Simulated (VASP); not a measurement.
## Ca: single point with LDA

The system is Ca.

```
Ca
1.0
     6.06727    0.00000    0.00000
    -3.03364    5.25441    0.00000
     0.00000    0.00000    3.61871
Ca
3
Direct
  0.00000 0.00000 0.00000
  0.33333 0.66667 0.50000
  0.66667 0.33333 0.50000
```

This isn't the form of Ca at room conditions, which is fcc.

```json
{
 "Program": "VASP 6.6.1",
 "Task": "single point",
 "Functional": "LDA",
 "Potentials or basis": "VASP PAW LDA potentials, release 64 (Ca_sv)",
 "Cutoff": "520 eV",
 "k mesh": "7 × 7 × 10",
 "Occupations": "fermi-dirac, width 0.1 eV",
 "Spin": "no spin polarisation",
 "Dipole correction": "no",
 "Further INCAR settings": "ALGO = Normal; EDIFF = 1e-06; NBANDS = 22"
}
```

The pressure is 0.0 GPa and the band gap on the k mesh is zero (bands 15 and 16 overlap by 0.23 eV).

Levels at points of the mesh, in eV from the Fermi level:
| k point | band 13 | band 14 | band 15 | band 16 | band 17 | band 18 |
| --- | --- | --- | --- | --- | --- | --- |
| (0.00, 0.00, 0.00) | -4.20 | 0.01 | 0.16 | 0.16 | 0.19 | 0.19 |
| (0.00, 0.00, 0.50) | -1.49 | -1.12 | 0.12 | 0.12 | 0.28 | 0.28 |

Wall time 100 s on 1 thread of Intel(R) Xeon(R) Platinum 8488C (Sapphire Rapids), with other jobs on the host, peak memory 0.25 GiB.
